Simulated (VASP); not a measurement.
Write the native input for VASP 6.6.1 that does the following.

```
Task                   : single point
Functional             : PBE
Potentials or basis    : VASP PAW PBE potentials, release 64 (Sn_d, P)
Cutoff                 : 400 eV
k mesh                 : 1 × 1 × 1, shifted
Occupations            : fermi-dirac, width 0.2585 eV
Spin                   : no spin polarisation
Dipole correction      : no
Mended                 : yes
Further INCAR settings : LREAL = Auto; ALGO = Normal; EDIFF = 1e-06; NBANDS = 68; ISYM = -1
```

The structure of Sn4P11 lies in POSCAR:

```
Sn4P11
1.0
    6.9109540000     -0.1477090000      0.0559190000
   -0.1477090000      6.8279300000     -0.2761220000
    0.0559190000     -0.2761220000      6.8173210000
Sn P
4 11
Direct
    0.9376073823      0.5859812942      0.0279014674
    0.4033583428      1.0422630594      0.6011674330
    0.8052072433      0.2008782408      0.5448649870
    0.2249749390      0.3501686698      0.9069119526
    0.3351213006      0.7472431245      0.2573837462
    0.4835547187      0.5311566624      0.6953307822
    0.1694617032      0.6401384002      0.5654101026
    0.6189267124      0.4624506855      0.1588206049
    0.9232466202      0.5335366509      0.3959520432
    0.1197599662     -0.0777826401      0.1353240729
    0.5143058071      0.7922924143      0.9148222446
    0.0969956960      1.0166693412      0.8497365563
    0.4102930844      1.0871583848      0.2101511970
    0.7618006494      0.1552522116      0.1946727198
   -0.2260638746      0.8120799643      0.3049152900
```

The input as run:

INCAR

```
  PREC = Accurate
  ENCUT = 400
  EDIFF = 1E-6
  ISMEAR = -1
  SIGMA = 0.2585
  LREAL = Auto
  LASPH = T
  NELM = 120
  ALGO = Normal
  ISIF = 2
  LWAVE = F
  LCHARG = T
  GGA = PE
  LELF = T
  LVHAR = T
  ISYM = -1
  NBANDS = 68
  GGA_COMPAT = F
```

KPOINTS

```
explicit points
1
Reciprocal
  0.25000000   0.25000000   0.25000000 1
```

Potentials or basis: VASP PAW PBE potentials, release 64 (Sn_d, P).

The run is started by

```sh
$ cat potpaw_PBE.64/Sn_d/POTCAR potpaw_PBE.64/P/POTCAR > POTCAR
$ mpirun -np 1 vasp_std > vasp.out
```

It gave:

```json
{
 "Pressure": "5.5 GPa",
 "Largest force": "2.841 eV/Å",
 "Band gap on the k mesh": "zero (an odd number of electrons rules out a gap without spin polarisation)"
}
```

Caveat: the atoms stand as in a frame of molecular dynamics; spin-orbit coupling is left out, which moves the levels of the heavy elements.

Wall time 26 s on 1 thread of Intel(R) Xeon(R) 6975P-C (Granite Rapids), on a shared host, peak memory 0.3 GiB.
